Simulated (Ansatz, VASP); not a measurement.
One calculation of CuH3, two programs

The input INCAR:

```
SYSTEM = CuH3
  PREC = Accurate
  ENCUT = 520
  EDIFF = 1E-6
  ISMEAR = 0
  SIGMA = 0.1
  LREAL = .FALSE.
  LASPH = .TRUE.
  NELM = 100
  ALGO = Normal
  ISIF = 2
  LWAVE = .FALSE.
  LCHARG = .TRUE.
  GGA = PE
  LELF = .TRUE.
  LVHAR = .TRUE.
  NBANDS = 15
```

File KPOINTS:

```
regular mesh
0
G
  6 6 6
  0 0 0
```

The input POSCAR:

```
CuH3
1.0
    3.3237588100      0.0000000000      0.0000000000
    0.0000000000      3.3237588100      0.0000000000
    0.0000000000      0.0000000000      3.3237588100
Cu H
1 3
Direct
    0.0000000000      0.0000000000      0.0000000000
    0.5000000000      0.5000000000      0.0000000000
    0.5000000000      0.0000000000      0.5000000000
    0.0000000000      0.5000000000      0.5000000000
```

Input for Ansatz:

```yaml
crystal:
  lattice:
    - [3.32375881, 0.0, 0.0]
    - [0.0, 3.32375881, 0.0]
    - [0.0, 0.0, 3.32375881]
  atoms:
    - { symbol: Cu, position: [0.0, 0.0, 0.0] }
    - { symbol: H, position: [0.5, 0.5, 0.0] }
    - { symbol: H, position: [0.5, 0.0, 0.5] }
    - { symbol: H, position: [0.0, 0.5, 0.5] }
basis:
  ecutwfc: 420
kpoints:
  mp_grid: { grid: [6, 6, 6] }
hamiltonian:
  xc: pbe
scf:
  occupations: { method: gaussian, width: 0.1 }
  lower_state_search: "off"
output:
  forces: true
  stress: true
  eigenvalues: true
```

Change from the starting cell: species swapped into the TiRh3 type (Pm-3m, No. 221).

Alike in both runs: task single point; functional PBE; k mesh 6 × 6 × 6; occupations gaussian, width 0.1 eV; no spin polarisation.

|  | VASP | Ansatz |
| --- | --- | --- |
| version | VASP 6.6.1 | Ansatz 0.2.0 |
| potentials or method | VASP PAW PBE potentials, release 64 (Cu, H), cutoff 520 eV | scalar-relativistic, plane waves, PAW |
| valence electrons in the cell | 14 | 22 |

Ansatz gave:

```
gap on the k mesh at the Fermi level (eV) : none
pressure (GPa)                            : -23.0
```

**Question.** Which values does VASP return?

**Answer.** gap on the k mesh at the Fermi level (eV): none; pressure (GPa): -22.9.

A gap of «none» marks a metal or a gap that the smearing closes. With one functional, cell and mesh, what is left measures potentials, basis and numerics. VASP's potentials hold 14 valence electrons a cell and Ansatz's 22, so a difference there can come from the potentials and not from the codes.
